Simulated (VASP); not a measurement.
# BAs (I-4m2) in VASP: a series of runs

BAs is run at these levels: LDA; tasks: electric field gradients.

Everything below comes from runs of VASP 6.6.1. Logs are shortened: lines on timing, memory, paths and dates and some standing lists are left out, and cuts for length are marked.

### 1 The cell of the first run

Symmetry: I-4m2, No. 119, tetragonal system. Conventional cell: a = 3.310 Å, b = 3.310 Å, c = 4.777 Å, α = 90.00°, β = 90.00°, γ = 90.00°. B (site symmetry -4m2) has 4 As at 2.04 Å within 2.7 Å. As (site symmetry -4m2) has 4 B at 2.04 Å within 2.7 Å.

### 2 Electric field gradients, LDA (equal xx and yy strain of -2 %)

File INCAR:

```
PREC = Accurate
ENCUT = 520
EDIFF = 1E-8
ISMEAR = -1
SIGMA = 0.05
LREAL = False
LASPH = True
NELM = 60
ALGO = Normal
ISIF = 2
LWAVE = False
LCHARG = False
LEFG = True
NBANDS = 11
```

File KPOINTS:

```
regular mesh
0
Gamma
  13 13 13
```

File POSCAR:

```
BAs
1.0
    0.0000000000      2.3407300000      2.3885000000
    2.3407300000      0.0000000000      2.3885000000
    2.3407300000      2.3407300000      0.0000000000
B As
1 1
Direct
    0.0000000000      0.0000000000      0.0000000000
    0.7500000000      0.7500000000      0.7500000000
```

Potentials or basis: VASP PAW LDA potentials, release 64 (B, As).

Command:

```console
$ cat potpaw_LDA.64/B/POTCAR potpaw_LDA.64/As/POTCAR > POTCAR
$ mpirun -np 1 vasp_std > vasp.out
```

OUTCAR:

```text
PREC = Accurate
   ENCUT = 520
   EDIFF = 1E-8
   ISMEAR = -1
   LREAL = False
   LASPH = True
   NELM = 60
   ISIF = 2

 ion  position               nearest neighbor table
   1  0.000  0.000  0.000-   2 2.04   2 2.04   2 2.04   2 2.04
   2  0.750  0.750  0.750-   1 2.04   1 2.04   1 2.04   1 2.04

  LATTYP: Found a body centered tetragonal cell.
 ALAT       =     3.3102921119
 C/A-ratio  =     1.4430750636

  Lattice vectors:

 A1 = (  -2.3407300000,   0.0000000000,   2.3885000000)
 A2 = (   2.3407300000,   0.0000000000,   2.3885000000)
 A3 = (   0.0000000000,   2.3407300000,  -2.3885000000)

Analysis of symmetry for initial positions (statically):
=====================================================================
 Subroutine PRICEL returns:
 Original cell was already a primitive cell.

 Routine SETGRP: Setting up the symmetry group for a
 body centered tetragonal supercell.

 Subroutine GETGRP returns: Found  8 space group operations
 (whereof  8 operations were pure point group operations)
 out of a pool of 16 trial point group operations.

The static configuration has the point symmetry D_2d.

Analysis of symmetry for dynamics (positions and initial velocities):
=====================================================================
 Subroutine PRICEL returns:
 Original cell was already a primitive cell.

 Routine SETGRP: Setting up the symmetry group for a
 body centered tetragonal supercell.

 Subroutine GETGRP returns: Found  8 space group operations
 (whereof  8 operations were pure point group operations)
 out of a pool of 16 trial point group operations.

The dynamic configuration has the point symmetry D_2d.

 Subroutine INISYM returns: Found  8 space group operations
 (whereof  8 operations are pure point group operations),
 and found     1 'primitive' translations

----------------------------------------------------------------------------------------

                                     Primitive cell

  volume of cell :      26.1733

  direct lattice vectors                    reciprocal lattice vectors
     0.000000000  2.340730000  2.388500000    -0.213608575  0.213608575  0.209336404
     2.340730000  0.000000000  2.388500000     0.213608575 -0.213608575  0.209336404
     2.340730000  2.340730000  0.000000000     0.213608575  0.213608575 -0.209336404

  length of vectors
     3.344241197  3.344241197  3.310292112     0.367530919  0.367530919  0.367530919
[... 125 lines left out ...]
  free energy    TOTEN  =       -12.91760298 eV

  energy without entropy =      -12.91760269  energy(sigma->0) =      -12.91760283

 E-fermi :   7.1391     XC(G=0): -10.9534

 val. band max:        6.6890510873   @ k =   0.0000   0.0000   0.0000
 cond. band min:       7.6257879099   @ k =   0.3846   0.0000   0.3846
 fundamental gap:      0.9367368226
 Fermi energy:         7.1390935847

 k-point     1 :       0.0000    0.0000    0.0000
  band No.  band energies     occupation
      1      -9.1280      2.00000
      2       6.4840      2.00000
      3       6.6891      1.99975
      4       6.6891      1.99975
      5       9.8829      0.00000
      6       9.8829      0.00000
      7      10.0119      0.00000
      8      11.8302      0.00000
      9      16.1868      0.00000
     10      19.5135      0.00000
     11      20.1126      0.00000
[... 309 lines left out ...]
 k-point    24 :       0.4615    0.1538    0.0000
  band No.  band energies     occupation
      1      -6.3054      2.00000
      2      -1.4080      2.00000
      3       3.1152      2.00000
      4       4.0920      2.00000
      5       9.8582      0.00000
      6      12.0074      0.00000
      7      13.0788      0.00000
      8      14.7880      0.00000
      9      18.3633      0.00000
     10      20.7756      0.00000
     11      21.8090      0.00000

 [... further k-points ...]
[... 5 lines left out ...]
  --------------------------------------------------------------------------------------
  -------------------------------------------------------------------------------------
  Total        0.7067030      0.7067030     -0.0245316      0.0000000     -0.0000000      0.0000000
  in kB       43.2603085     43.2603085     -1.5016824      0.0000000     -0.0000000      0.0000000
  external PRESSURE =      28.3396449 kB  Pullay stress =       0.0000000 kB

 VOLUME and BASIS-vectors are now :
 -----------------------------------------------------------------------------
  energy-cutoff  :      520.00
  volume of cell :       26.17
      direct lattice vectors                 reciprocal lattice vectors
     0.000000000  2.340730000  2.388500000    -0.213608575  0.213608575  0.209336404
     2.340730000  0.000000000  2.388500000     0.213608575 -0.213608575  0.209336404
     2.340730000  2.340730000  0.000000000     0.213608575  0.213608575 -0.209336404

 POSITION                                       TOTAL-FORCE (eV/Angst)
 -----------------------------------------------------------------------------------
      0.00000      0.00000      0.00000        -0.000000     -0.000000      0.000000
      3.51110      3.51110      3.58275         0.000000      0.000000      0.000000
 -----------------------------------------------------------------------------------
    total drift:                                0.000000      0.000000      0.000000

  FREE ENERGIE OF THE ION-ELECTRON SYSTEM (eV)
  ---------------------------------------------------
  free  energy   TOTEN  =       -12.9176029779 eV

  energy  without entropy=      -12.9176026878  energy(sigma->0) =      -12.91760283

 Electric field gradients (V/A^2)
---------------------------------------------------------------------
 ion       V_xx      V_yy      V_zz      V_xy      V_xz      V_yz
---------------------------------------------------------------------
   1      -0.089    -0.089     0.178     0.000     0.000     0.000
   2      -1.370    -1.370     2.741     0.000     0.000     0.000
---------------------------------------------------------------------

 Electric field gradients after diagonalization (V/A^2)
 (convention: |V_zz| > |V_xx| > |V_yy|)
----------------------------------------------------------------------
 ion       V_xx      V_yy      V_zz     asymmetry (V_yy - V_xx)/ V_zz
----------------------------------------------------------------------
   1      -0.089    -0.089     0.178       0.000
   2      -1.371    -1.370     2.741       0.000
----------------------------------------------------------------------

           NMR quadrupolar parameters

 Cq : quadrupolar parameter    Cq=e*Q*V_zz/h
 eta: asymmetry parameters     (V_yy - V_xx)/ V_zz
 Q  : nuclear electric quadrupole moment in mb (millibarn)
----------------------------------------------------------------------
 ion       Cq(MHz)       eta       Q (mb)
----------------------------------------------------------------------
   1       0.000       0.000       1.000
   2       0.007       0.000       1.000
----------------------------------------------------------------------
```

stdout:

```text
POSCAR found type information on POSCAR B As
 POSCAR found :  2 types and       2 ions
 scaLAPACK will be used
 LDA part: xc-table for (Slater(with rela. corr.)+CA(PZ))
 , standard interpolation
 POSCAR, INCAR and KPOINTS ok, starting setup
 FFT: planning ... GRIDC
 FFT: planning ... GRID_SOFT
 FFT: planning ... GRID
 WAVECAR not read
 entering main loop
ion   1

ion   2
```

Run time: 50 s. Hardware: 1 thread of Intel Xeon 6975P-C, shared host; peak memory 0.19 GiB.

Results:

| Property | Result |
| --- | --- |
| Free energy | -12.9176 eV |
| Pressure | 2.8 GPa |
| Band gap on the k mesh | 0.94 eV, indirect (least direct gap 3.19 eV) |

Electric field gradients, principal values (V/Å²):
| atom | least | middle | greatest (by size) |
| --- | --- | --- | --- |
| 1 B | -0.089 | -0.089 | 0.178 |
| 2 As | -1.370 | -1.371 | 2.741 |

Caveat: the cell differs from its parent crystal (equal xx and yy strain of -2 %); without QUAD_EFG the Cq values of the log hold for a quadrupole moment of 1 mb, not for the nuclei.

### 3 Electric field gradients, LDA (equal xx and yy strain of -2 %)

File INCAR:

```
  ALGO = Normal
  EDIFF = 1E-8
  ENCUT = 520
  GGA = CA
  ISIF = 2
  ISMEAR = -1
  LASPH = T
  LCHARG = F
  LEFG = T
  LREAL = F
  LWAVE = F
  NBANDS = 11
  NELM = 60
  PREC = Accurate
  SIGMA = 0.05
```

File KPOINTS:

```
k-points
0
Gamma
  13 13 13
```

POSCAR is that of step 2.

Potentials or basis: VASP PAW LDA potentials, release 64 (B, As).

Command:

```console
$ cat potpaw_LDA.64/B/POTCAR potpaw_LDA.64/As/POTCAR > POTCAR
$ mpirun -np 1 vasp_std > vasp.out
```

OUTCAR:

```text
EDIFF = 1E-8
   ENCUT = 520
   GGA = CA
   ISIF = 2
   ISMEAR = -1
   LASPH = T
   LREAL = F
   NELM = 60
   PREC = Accurate

 ion  position               nearest neighbor table
   1  0.000  0.000  0.000-   2 2.04   2 2.04   2 2.04   2 2.04
   2  0.750  0.750  0.750-   1 2.04   1 2.04   1 2.04   1 2.04

  LATTYP: Found a body centered tetragonal cell.
 ALAT       =     3.3102921119
 C/A-ratio  =     1.4430750636

  Lattice vectors:

 A1 = (  -2.3407300000,   0.0000000000,   2.3885000000)
 A2 = (   2.3407300000,   0.0000000000,   2.3885000000)
 A3 = (   0.0000000000,   2.3407300000,  -2.3885000000)

Analysis of symmetry for initial positions (statically):
=====================================================================
 Subroutine PRICEL returns:
 Original cell was already a primitive cell.

 Routine SETGRP: Setting up the symmetry group for a
 body centered tetragonal supercell.

 Subroutine GETGRP returns: Found  8 space group operations
 (whereof  8 operations were pure point group operations)
 out of a pool of 16 trial point group operations.

The static configuration has the point symmetry D_2d.

Analysis of symmetry for dynamics (positions and initial velocities):
=====================================================================
 Subroutine PRICEL returns:
 Original cell was already a primitive cell.

 Routine SETGRP: Setting up the symmetry group for a
 body centered tetragonal supercell.

 Subroutine GETGRP returns: Found  8 space group operations
 (whereof  8 operations were pure point group operations)
 out of a pool of 16 trial point group operations.

The dynamic configuration has the point symmetry D_2d.
[... 162 lines left out ...]
      7      10.0119      0.00000
      8      11.8302      0.00000
      9      16.1868      0.00000
     10      19.5135      0.00000
     11      20.1126      0.00000
[... 309 lines left out ...]
 k-point    24 :       0.4615    0.1538    0.0000
  band No.  band energies     occupation
      1      -6.3054      2.00000
      2      -1.4080      2.00000
      3       3.1152      2.00000
      4       4.0920      2.00000
      5       9.8582      0.00000
      6      12.0074      0.00000
      7      13.0788      0.00000
      8      14.7880      0.00000
      9      18.3633      0.00000
     10      20.7756      0.00000
     11      21.8090      0.00000

 [... further k-points ...]
[... 5 lines left out ...]
  --------------------------------------------------------------------------------------
  -------------------------------------------------------------------------------------
  Total        0.7067030      0.7067030     -0.0245316      0.0000000     -0.0000000      0.0000000
  in kB       43.2603085     43.2603085     -1.5016824      0.0000000     -0.0000000      0.0000000
  external PRESSURE =      28.3396449 kB  Pullay stress =       0.0000000 kB

 VOLUME and BASIS-vectors are now :
 -----------------------------------------------------------------------------
  energy-cutoff  :      520.00
  volume of cell :       26.17
      direct lattice vectors                 reciprocal lattice vectors
     0.000000000  2.340730000  2.388500000    -0.213608575  0.213608575  0.209336404
     2.340730000  0.000000000  2.388500000     0.213608575 -0.213608575  0.209336404
     2.340730000  2.340730000  0.000000000     0.213608575  0.213608575 -0.209336404

 POSITION                                       TOTAL-FORCE (eV/Angst)
 -----------------------------------------------------------------------------------
      0.00000      0.00000      0.00000        -0.000000     -0.000000      0.000000
      3.51110      3.51110      3.58275         0.000000      0.000000      0.000000
 -----------------------------------------------------------------------------------
    total drift:                                0.000000      0.000000      0.000000

  FREE ENERGIE OF THE ION-ELECTRON SYSTEM (eV)
  ---------------------------------------------------
  free  energy   TOTEN  =       -12.9176029779 eV

  energy  without entropy=      -12.9176026878  energy(sigma->0) =      -12.91760283

 Electric field gradients (V/A^2)
---------------------------------------------------------------------
 ion       V_xx      V_yy      V_zz      V_xy      V_xz      V_yz
---------------------------------------------------------------------
   1      -0.089    -0.089     0.178     0.000     0.000     0.000
   2      -1.370    -1.370     2.741     0.000     0.000     0.000
---------------------------------------------------------------------

 Electric field gradients after diagonalization (V/A^2)
 (convention: |V_zz| > |V_xx| > |V_yy|)
----------------------------------------------------------------------
 ion       V_xx      V_yy      V_zz     asymmetry (V_yy - V_xx)/ V_zz
----------------------------------------------------------------------
   1      -0.089    -0.089     0.178       0.000
   2      -1.371    -1.370     2.741       0.000
----------------------------------------------------------------------

           NMR quadrupolar parameters

 Cq : quadrupolar parameter    Cq=e*Q*V_zz/h
 eta: asymmetry parameters     (V_yy - V_xx)/ V_zz
 Q  : nuclear electric quadrupole moment in mb (millibarn)
----------------------------------------------------------------------
 ion       Cq(MHz)       eta       Q (mb)
----------------------------------------------------------------------
   1       0.000       0.000       1.000
   2       0.007       0.000       1.000
----------------------------------------------------------------------
```

OSZICAR:

```text
N       E                     dE             d eps       ncg     rms          rms(c)
DAV:   1     0.113096298098E+02    0.11310E+02   -0.37802E+03  4312   0.638E+02
DAV:   2    -0.129789984414E+02   -0.24289E+02   -0.23123E+02  5759   0.107E+02
DAV:   3    -0.137261946372E+02   -0.74720E+00   -0.74551E+00  5348   0.173E+01
DAV:   4    -0.137282068230E+02   -0.20122E-02   -0.20121E-02  4820   0.103E+00
DAV:   5    -0.137282098865E+02   -0.30635E-05   -0.30633E-05  5178   0.433E-02    0.532E+00
DAV:   6    -0.130217826191E+02    0.70643E+00   -0.18244E+00  4651   0.554E+00    0.250E+00
DAV:   7    -0.129313258165E+02    0.90457E-01   -0.22539E-01  5132   0.236E+00    0.917E-01
DAV:   8    -0.129175704294E+02    0.13755E-01   -0.24344E-02  4936   0.831E-01    0.102E-01
DAV:   9    -0.129175967967E+02   -0.26367E-04   -0.77772E-04  4905   0.173E-01    0.614E-02
DAV:  10    -0.129176016087E+02   -0.48120E-05   -0.76189E-05  4618   0.495E-02    0.134E-02
DAV:  11    -0.129176031275E+02   -0.15188E-05   -0.21057E-06  5241   0.885E-03    0.132E-02
DAV:  12    -0.129176029776E+02    0.14992E-06   -0.82257E-07  4693   0.380E-03    0.361E-03
DAV:  13    -0.129176029779E+02   -0.31110E-09   -0.31855E-08  5143   0.120E-03
   1 F= -.12917603E+02 E0= -.12917603E+02  d E =-.290127E-06
```

It took 45 s on 1 thread of Intel Xeon 6975P-C, shared host; peak memory 0.19 GiB.

Results:

* Free energy: -12.9176 eV
* Pressure: 2.8 GPa
* Band gap on the k mesh: 0.94 eV, indirect (least direct gap 3.19 eV)

Stress tensor (GPa, compression positive):
```
 4.33  0.00  0.00
 0.00  4.33  0.00
 0.00  0.00 -0.15
```

Levels at points of the mesh, in eV from the valence-band top:
```tsv
k point	band 2	band 3	band 4	band 5	band 6	band 7
(0.00, 0.00, 0.00)	-0.21	0.00	0.00	3.19	3.19	3.32
```

Electric field gradients, principal values (V/Å²):
```
atom   least  middle  greatest (by size)
 1 B  -0.089  -0.089               0.178
2 As  -1.370  -1.371               2.741
```

Caveat: the cell differs from its parent crystal (equal xx and yy strain of -2 %); without QUAD_EFG the Cq values of the log hold for a quadrupole moment of 1 mb, not for the nuclei. A k mesh can miss the band edges.

[end of part 1 of 2]
